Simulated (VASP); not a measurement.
Runs of VASP 6.6.1 on WC. Symmetry: P-6m2, No. 187, hexagonal system. Conventional cell: a = 2.907 Å, b = 2.907 Å, c = 2.837 Å, α = 90.00°, β = 90.00°, γ = 120.00°. W (site symmetry -6m2) has 6 C at 2.20 Å and 8 W at 2.84 to 2.91 Å within 3.0 Å. C (site symmetry -6m2) has 6 W at 2.20 Å and 8 C at 2.84 to 2.91 Å within 3.0 Å. 

| smearing | gap on the mesh (eV) | pressure (GPa) |
| --- | --- | --- |
| methfessel-paxton 0.1 eV | none | 6.7 |
| methfessel-paxton 0.3 eV | none | 6.6 |
| methfessel-paxton 0.2 eV | none | 6.7 |
| methfessel-paxton 0.5 eV | none | (a) |

Alike in all rows: task single point; level PBE; potentials or basis VASP PAW PBE potentials, release 64 (W_sv, C); no spin polarisation; cell as given; k mesh 11 × 11 × 10; cutoff (eV) 600.

Problem. Estimate the missing entries.

Solution. (a) 6.5.

Caveats: the cell stands under pressure; spin-orbit coupling is left out, which moves the levels of the heavy elements; so wide a smearing shifts energies and pressures (at least some runs).

A k mesh can miss the band edges, and the runs leave out spin-orbit coupling on W.

A gap of «none» marks levels without a gap at the run's occupations.
